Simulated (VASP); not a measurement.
The system is MgO.

```
Mg O
1.0
     0.00000    2.10218    2.10218
     2.10218    0.00000    2.10218
     2.10218    2.10218    0.00000
Mg O
1 1
Direct
  0.00000 0.00000 0.00000
  0.50000 0.50000 0.50000
```

Base run:

* Program: VASP 6.6.1
* Functional: r2SCAN
* Potentials or basis: VASP PAW PBE potentials, release 64 (Mg, O)
* Cutoff: 520 eV
* k mesh: 10 × 10 × 10
* Occupations: gaussian, width 0.02 eV
* Spin: no spin polarisation

Its results: band gap on the k mesh 5.66 eV, direct; pressure -1.1 GPa.

Task: The run is repeated on the same cell with these changes: potentials or basis from VASP PAW PBE potentials, release 64 (Mg, O) to VASP PAW PBE potentials, release 64 (Mg_sv, O); cutoff from 520 eV to 660 eV; further incar settings from ALGO = Normal; EDIFF = 1e-07; NBANDS = 11 to ALGO = Normal; EDIFF = 1e-06; NBANDS = 15; valence electrons from 8 to 16. What comes out?

Result: Band gap on the k mesh 5.71 eV, direct; pressure -0.2 GPa.

Caveats: the PAW data sets were made with another functional, which shifts forces and pressure a little.

